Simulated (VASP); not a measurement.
# Mg2Sn (Fm-3m) in VASP: notebook

Runs on Mg2Sn. Level: LDA. Tasks: electric field gradients.

All numbers are computed with VASP 6.6.1; they aren't measurements. Logs are shortened: lines on timing, memory, paths and dates and some standing lists are left out, and cuts for length are marked.

**1. The cell of the first run**

It takes space group Fm-3m (No. 225, cubic). The conventional cell has a = 6.736 Å, b = 6.736 Å, c = 6.736 Å, α = 90.00°, β = 90.00°, γ = 90.00°. Mg (site symmetry -43m) has 4 Sn at 2.92 Å and 6 Mg at 3.37 Å within 3.8 Å. Within 3.8 Å of Sn (site symmetry m-3m) lie 8 Mg at 2.92 Å.

**2. Electric field gradients, LDA (25.47 Å³/atom)**

Input file INCAR:

```
PREC     = Accurate       # precision mode
ENCUT    = 520            # plane-wave cutoff, eV
EDIFF    = 1E-8           # SCF threshold, eV
ISMEAR   = -1             # smearing method
SIGMA    = 0.08           # smearing width, eV
LREAL    = F              # projectors in reciprocal space
LASPH    = T              # aspherical terms in the spheres
NELM     = 120            # most SCF steps
ALGO     = Normal         # electronic algorithm
ISIF     = 2              # what is computed and relaxed
LWAVE    = F              # write WAVECAR
LCHARG   = F              # write CHGCAR
LEFG     = T            
NBANDS   = 16             # bands
GGA_COMPAT= F
```

Input file KPOINTS:

```
regular mesh
0
Gamma
  11 11 11
```

Input file POSCAR:

```
Mg2Sn
1.0
    0.0000000000      3.3681972400      3.3681972400
    3.3681972400      0.0000000000      3.3681972400
    3.3681972400      3.3681972400      0.0000000000
Mg Sn
2 1
Direct
    0.2500000000      0.2500000000      0.2500000000
    0.7500000000      0.7500000000      0.7500000000
    0.0000000000      0.0000000000      0.0000000000
```

Potentials or basis: VASP PAW LDA potentials, release 64 (Mg, Sn_d).

Launch:

```bash
cat potpaw_LDA.64/Mg/POTCAR potpaw_LDA.64/Sn_d/POTCAR > POTCAR
mpirun -np 1 vasp_std > vasp.out
```

OUTCAR:

```text
PREC = Accurate
   ENCUT = 520
   EDIFF = 1E-8
   ISMEAR = -1
   LREAL = F
   LASPH = T
   NELM = 120
   ISIF = 2

 ion  position               nearest neighbor table
   1  0.250  0.250  0.250-   3 2.92   3 2.92   3 2.92   3 2.92   2 3.37   2 3.37   2 3.37   2 3.37
                             2 3.37   2 3.37
   2  0.750  0.750  0.750-   3 2.92   3 2.92   3 2.92   3 2.92   1 3.37   1 3.37   1 3.37   1 3.37
                             1 3.37   1 3.37
   3  0.000  0.000  0.000-   2 2.92   2 2.92   2 2.92   1 2.92   2 2.92   1 2.92   1 2.92   1 2.92

  LATTYP: Found a face centered cubic cell.
 ALAT       =     6.7363944800

  Lattice vectors:

 A1 = (   0.0000000000,   3.3681972400,   3.3681972400)
 A2 = (   3.3681972400,   0.0000000000,   3.3681972400)
 A3 = (   3.3681972400,   3.3681972400,   0.0000000000)

Analysis of symmetry for initial positions (statically):
=====================================================================
 Subroutine PRICEL returns:
 Original cell was already a primitive cell.

 Routine SETGRP: Setting up the symmetry group for a
 face centered cubic supercell.

 Subroutine GETGRP returns: Found 48 space group operations
 (whereof 48 operations were pure point group operations)
 out of a pool of 48 trial point group operations.

The static configuration has the point symmetry O_h .

Analysis of symmetry for dynamics (positions and initial velocities):
=====================================================================
 Subroutine PRICEL returns:
 Original cell was already a primitive cell.

 Routine SETGRP: Setting up the symmetry group for a
 face centered cubic supercell.

 Subroutine GETGRP returns: Found 48 space group operations
 (whereof 48 operations were pure point group operations)
 out of a pool of 48 trial point group operations.

The dynamic configuration has the point symmetry O_h .

 Subroutine INISYM returns: Found 48 space group operations
 (whereof 48 operations are pure point group operations),
 and found     1 'primitive' translations

----------------------------------------------------------------------------------------

                                     Primitive cell

  volume of cell :      76.4227

  direct lattice vectors                    reciprocal lattice vectors
     0.000000000  3.368197240  3.368197240    -0.148447363  0.148447363  0.148447363
     3.368197240  0.000000000  3.368197240     0.148447363 -0.148447363  0.148447363
     3.368197240  3.368197240  0.000000000     0.148447363  0.148447363 -0.148447363

  length of vectors
     4.763350218  4.763350218  4.763350218     0.257118376  0.257118376  0.257118376

  position of ions in fractional coordinates (direct lattice)
     0.250000000  0.250000000  0.250000000
     0.750000000  0.750000000  0.750000000
     0.000000000  0.000000000  0.000000000

  ion indices of the primitive-cell ions
   primitive index   ion index
                 1           1
                 2           2
                 3           3

----------------------------------------------------------------------------------------

 KPOINTS: regular mesh

Automatic generation of k-mesh.
 Grid dimensions read from file:
 generate k-points for:   11   11   11

 Generating k-lattice:

  Cartesian coordinates                     Fractional coordinates (reciprocal lattice)
    -0.013495215  0.013495215  0.013495215     0.090909091  0.000000000  0.000000000
     0.013495215 -0.013495215  0.013495215     0.000000000  0.090909091  0.000000000
     0.013495215  0.013495215 -0.013495215     0.000000000  0.000000000  0.090909091

  Length of vectors
     0.023374398  0.023374398  0.023374398

  Shift w.r.t. Gamma in fractional coordinates (k-lattice)
     0.000000000  0.000000000  0.000000000

 Subroutine IBZKPT returns following result:
 ===========================================

 Found     56 irreducible k-points:

 Following reciprocal coordinates:
            Coordinates               Weight
  0.000000  0.000000  0.000000      1.000000
  0.090909  0.000000  0.000000      8.000000
  0.181818  0.000000  0.000000      8.000000
  0.272727  0.000000  0.000000      8.000000
  0.363636  0.000000  0.000000      8.000000
  0.454545  0.000000  0.000000      8.000000
[... 16 lines left out ...]
 -0.272727  0.181818  0.000000     24.000000
 -0.181818  0.181818  0.000000     12.000000
 [... further k-points ...]
   k-points           NKPTS =     56   k-points in BZ     NKDIM =     56   number of bands    NBANDS=     16
   number of dos      NEDOS =    301   number of ions     NIONS =      3
   total plane-waves  NPLWV =  46656
   dimension x,y,z NGX =    36 NGY =   36 NGZ =   36
   dimension x,y,z NGXF=    72 NGYF=   72 NGZF=   72
   ions per type =               2   1
   NGX,Y,Z   is equivalent  to a cutoff of  12.56, 12.56, 12.56 a.u.
   NGXF,Y,Z  is equivalent  to a cutoff of  25.13, 25.13, 25.13 a.u.
 SYSTEM =  unknown system
   PREC   = accura    normal or accurate (medium, high low for compatibility)
   ISTART =      0    job   : 0-new  1-cont  2-samecut
   ICHARG =      2    charge: 1-file 2-atom 10-const
   ISPIN  =      1    spin polarized calculation?
   LNONCOLLINEAR =      F non collinear calculations
   LSORBIT =      F    spin-orbit coupling
   LASPH  =      T    aspherical Exc in radial PAW
   ENCUT  =  520.0 eV  38.22 Ry    6.18 a.u.   8.86  8.86  8.86*2*pi/ulx,y,z
   NELM   =    120;   NELMIN=  2; NELMDL= -5     # of ELM steps
   EDIFF  = 0.1E-07   stopping-criterion for ELM
   LREAL  =      F    real-space projection
   EDIFFG = 0.1E-06   stopping-criterion for IOM
   NSW    =      0    number of steps for IOM
   IBRION =     -1    ionic relax: 0-MD 1-quasi-New 2-CG
   NFREE  =      0    steps in history (QN), initial steepest desc. (CG)
   ISIF   =      2    stress and relaxation
   ISYM   =      2    0-nonsym 1-usesym 2-fastsym
   POTIM  = 0.5000    time-step for ionic-motion
   TEBEG  =    0.0;   TEEND  =   0.0 temperature during run
   PSTRESS=    0.0 pullay stress
   NELECT =      18.0000    total number of electrons
   NUPDOWN=      -1.0000    fix difference up-down
   EMIN   =  10.00;   EMAX   =-10.00  energy-range for DOS
   EFERMI =   0.00;   METHOD = LEGACY
   ISMEAR =    -1;   SIGMA  =   0.08  broadening in eV -4-tet -1-fermi 0-gaus
   EFERMI_NEDOS =   21; number of points for ismear=-14 and -15
   IALGO  =     38    algorithm
   IMIX   =      4    mixing-type and parameters
     AMIX     =   0.40;   BMIX     =  1.00
     AMIX_MAG =   1.60;   BMIX_MAG =  1.00
  volume/ion in A,a.u.               =      25.47       171.91
  Fermi-wavevector in a.u.,A,eV,Ry     =   1.011016  1.910544 13.907249  1.022154
  Thomas-Fermi vector in A             =   2.144040
   LORBIT       =      0    0 simple, 1 ext, 2 COOP (PROOUT), +10 PAW based schemes
   GGA     = CA    functional components
   LHFCALC =     F    Hartree Fock is set to
   AEXX    =    0.0000 exact exchange contribution
   IVDW    =     0    specifies the selected vdW correction
   LEPSILON=     F    determine dielectric tensor
   LRPA    =     F    only Hartree local field effects (RPA)
 non-spin polarized calculation
  energy-cutoff  :      520.00
  volume of cell :       76.42
 maximum number of plane-waves:      2085
   NGX = 17   NGY = 17   NGZ = 17

 number of electron      18.0000008 magnetization

 Free energy of the ion-electron system (eV)
  ---------------------------------------------------
  ext. energy  EPLUGINS =         0.00000000
  ---------------------------------------------------
  free energy    TOTEN  =        -8.92568590 eV

  energy without entropy =       -8.91885698  energy(sigma->0) =       -8.92227144

 E-fermi :   4.1143     XC(G=0):  -9.0158

 val. band max:        4.0806494612   @ k =  -0.0909   0.0909   0.0000
 cond. band min:       4.1476790822   @ k =   0.0000   0.0000   0.0000
 fundamental gap:      0.0670296210
 Fermi energy:         4.1142777517

 k-point     1 :       0.0000    0.0000    0.0000
  band No.  band energies     occupation
      1     -16.7588      2.00000
      2     -16.7588      2.00000
      3     -16.7588      2.00000
      4     -16.7180      2.00000
      5     -16.7180      2.00000
      6      -5.0330      2.00000
[... 8 lines left out ...]
     15       9.6959      0.00000
     16       9.6959      0.00000

 k-point     2 :       0.0909    0.0000    0.0000
  band No.  band energies     occupation
      1     -16.7588      2.00000
      2     -16.7585      2.00000
      3     -16.7585      2.00000
      4     -16.7179      2.00000
      5     -16.7179      2.00000
      6      -4.9655      2.00000
[... 8 lines left out ...]
     15       9.0030      0.00000
     16       9.0030      0.00000

 k-point     3 :       0.1818    0.0000    0.0000
  band No.  band energies     occupation
      1     -16.7586      2.00000
      2     -16.7578      2.00000
      3     -16.7578      2.00000
      4     -16.7178      2.00000
      5     -16.7178      2.00000
      6      -4.7685      2.00000
[... 8 lines left out ...]
     15       8.5784      0.00000
     16       9.0225      0.00000

 k-point     4 :       0.2727    0.0000    0.0000
  band No.  band energies     occupation
      1     -16.7584      2.00000
      2     -16.7568      2.00000
      3     -16.7568      2.00000
      4     -16.7177      2.00000
      5     -16.7177      2.00000
      6      -4.4619      2.00000
[... 8 lines left out ...]
     15       8.8760      0.00000
     16       8.9038      0.00000
[... 324 lines left out ...]
 k-point    22 :      -0.3636    0.1818    0.0000
  band No.  band energies     occupation
      1     -16.7573      2.00000
      2     -16.7559      2.00000
      3     -16.7548      2.00000
      4     -16.7176      2.00000
      5     -16.7172      2.00000
      6      -3.7116      2.00000
[... 8 lines left out ...]
     15      10.0339      0.00000
     16      10.3986      0.00000

 k-point    23 :      -0.2727    0.1818    0.0000
  band No.  band energies     occupation
      1     -16.7577      2.00000
      2     -16.7561      2.00000
      3     -16.7557      2.00000
      4     -16.7177      2.00000
      5     -16.7173      2.00000
      6      -4.0229      2.00000
[... 8 lines left out ...]
     15      10.3325      0.00000
     16      11.5340      0.00000

 k-point    24 :      -0.1818    0.1818    0.0000
  band No.  band energies     occupation
      1     -16.7583      2.00000
      2     -16.7567      2.00000
      3     -16.7563      2.00000
      4     -16.7180      2.00000
      5     -16.7173      2.00000
      6      -4.3581      2.00000
[... 8 lines left out ...]
     15      10.3857      0.00000
     16      10.8212      0.00000

 [... further k-points ...]

------------------------ aborting loop because EDIFF is reached ----------------------------------------

  FORCE on cell =-STRESS in cart. coord.  units (eV):
  Direction    XX          YY          ZZ          XY          YZ          ZX
  --------------------------------------------------------------------------------------
  -------------------------------------------------------------------------------------
  Total       -0.8050180     -0.8050180     -0.8050180     -0.0000000     -0.0000000      0.0000000
  in kB      -16.8769364    -16.8769364    -16.8769364     -0.0000000     -0.0000000      0.0000000
  external PRESSURE =     -16.8769364 kB  Pullay stress =       0.0000000 kB

 VOLUME and BASIS-vectors are now :
 -----------------------------------------------------------------------------
  energy-cutoff  :      520.00
  volume of cell :       76.42
      direct lattice vectors                 reciprocal lattice vectors
     0.000000000  3.368197240  3.368197240    -0.148447363  0.148447363  0.148447363
     3.368197240  0.000000000  3.368197240     0.148447363 -0.148447363  0.148447363
     3.368197240  3.368197240  0.000000000     0.148447363  0.148447363 -0.148447363

 POSITION                                       TOTAL-FORCE (eV/Angst)
 -----------------------------------------------------------------------------------
      1.68410      1.68410      1.68410         0.000000      0.000000      0.000000
      5.05230      5.05230      5.05230        -0.000000     -0.000000     -0.000000
      0.00000      0.00000      0.00000        -0.000000     -0.000000     -0.000000
 -----------------------------------------------------------------------------------
    total drift:                               -0.000000      0.000000      0.000000

  FREE ENERGIE OF THE ION-ELECTRON SYSTEM (eV)
  ---------------------------------------------------
  free  energy   TOTEN  =        -8.9256858960 eV

  energy  without entropy=       -8.9188569820  energy(sigma->0) =       -8.92227144

 Electric field gradients (V/A^2)
---------------------------------------------------------------------
 ion       V_xx      V_yy      V_zz      V_xy      V_xz      V_yz
---------------------------------------------------------------------
   1      -0.000     0.000     0.000     0.000     0.000     0.000
   2      -0.000    -0.000     0.000     0.000     0.000     0.000
   3       0.000    -0.000    -0.000     0.002     0.002     0.002
---------------------------------------------------------------------

 Electric field gradients after diagonalization (V/A^2)
 (convention: |V_zz| > |V_xx| > |V_yy|)
----------------------------------------------------------------------
 ion       V_xx      V_yy      V_zz     asymmetry (V_yy - V_xx)/ V_zz
----------------------------------------------------------------------
   1      -0.000    -0.000     0.000       0.000
   2      -0.000    -0.000     0.000       0.000
   3      -0.002    -0.002     0.004       0.000
----------------------------------------------------------------------

           NMR quadrupolar parameters

 Cq : quadrupolar parameter    Cq=e*Q*V_zz/h
 eta: asymmetry parameters     (V_yy - V_xx)/ V_zz
 Q  : nuclear electric quadrupole moment in mb (millibarn)
----------------------------------------------------------------------
 ion       Cq(MHz)       eta       Q (mb)
----------------------------------------------------------------------
   1       0.000       0.000       1.000
   2       0.000       0.000       1.000
   3       0.000       0.000       1.000
----------------------------------------------------------------------
```

Run time: 77 s. Hardware: 1 thread of Intel Xeon 8259CL, shared host; peak memory 0.22 GiB.

Results:

```
Free energy                             : -8.9257 eV
Pressure                                : -1.7 GPa
Band gap on the k mesh                  : zero (bands 9 and 10 overlap by 0.14 eV)
Largest electric field gradient by atom : zero within the noise of the run
```

Levels at points of the mesh, in eV from the Fermi level:
```tsv
k point	band 5	band 6	band 7	band 8	band 9	band 10	band 11	band 12	band 13	band 14
(0.00, 0.00, 0.00)	-20.83	-9.15	0.03	0.03	0.03	1.40	2.22	2.22	2.22	3.98
```

Caveat: spin-orbit coupling is left out, which moves the levels of the heavy elements.

(Continued in part 2 of 2.)
